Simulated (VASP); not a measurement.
Write the native input for VASP 6.6.1 that does the following.

| Quantity | Value |
| --- | --- |
| Task | single point |
| Functional | PBE |
| Potentials or basis | VASP PAW PBE potentials, release 64 (Se, Ti_sv, Zr_sv) |
| Cutoff | 520 eV |
| k mesh | 4 × 4 × 3 |
| Occupations | fermi-dirac, width 0.1 eV |
| Spin | no spin polarisation |
| Dipole correction | no |
| Further INCAR settings | ALGO = Normal; EDIFF = 1e-07; NBANDS = 33 |

The structure of ZrTiSe4 lies in POSCAR:

```
ZrTiSe4
1.0
    4.5909720000      0.2464000000     -1.0871250000
   -0.1669250000      4.9907540000     -0.5176570000
    0.2641890000     -0.3037800000      6.0555890000
Se Ti Zr
4 1 1
Direct
    0.1246500000      0.9484720000      0.6086030000
    0.6795780000      0.7197800000      0.3248300000
    0.0565570000      0.4599310000      0.6308910000
    0.9181340000      0.7872800000      0.9770060000
    0.6217690000      0.2589170000      0.8137730000
    0.2150540000      0.3073270000      0.1842370000
```

One way to write it, as run:

INCAR

```
PREC     = Accurate       # precision mode
ENCUT    = 520            # plane-wave cutoff, eV
EDIFF    = 1E-7           # SCF threshold, eV
ISMEAR   = -1             # smearing method
SIGMA    = 0.1            # smearing width, eV
LREAL    = False          # projectors in reciprocal space
LASPH    = True           # aspherical terms in the spheres
NELM     = 60             # most SCF steps
ALGO     = Normal         # electronic algorithm
ISIF     = 2              # what is computed and relaxed
LWAVE    = False          # write WAVECAR
LCHARG   = True           # write CHGCAR
GGA      = PE             # functional
LELF     = True           # ELF
LVHAR    = True         
NBANDS   = 33             # bands
```

KPOINTS

```
regular mesh
0
Gamma
  4 4 3
```

Potentials or basis: VASP PAW PBE potentials, release 64 (Se, Ti_sv, Zr_sv).

Command:

```sh
$ cat potpaw_PBE.64/Se/POTCAR potpaw_PBE.64/Ti_sv/POTCAR potpaw_PBE.64/Zr_sv/POTCAR > POTCAR
$ mpirun -np 1 vasp_std > vasp.out
```

Results of the run:

- Pressure: -1.1 GPa
- Largest force: 3.481 eV/Å
- Band gap on the k mesh: zero (band 24 reaches 5.96 eV, above the bottom of band 25 at 5.85 eV)

Run time: 2.1 min on 1 thread of Intel(R) Xeon(R) Platinum 8259CL CPU @ 2.50GHz (Skylake/Cascade Lake), on a shared host, peak memory 0.32 GiB.
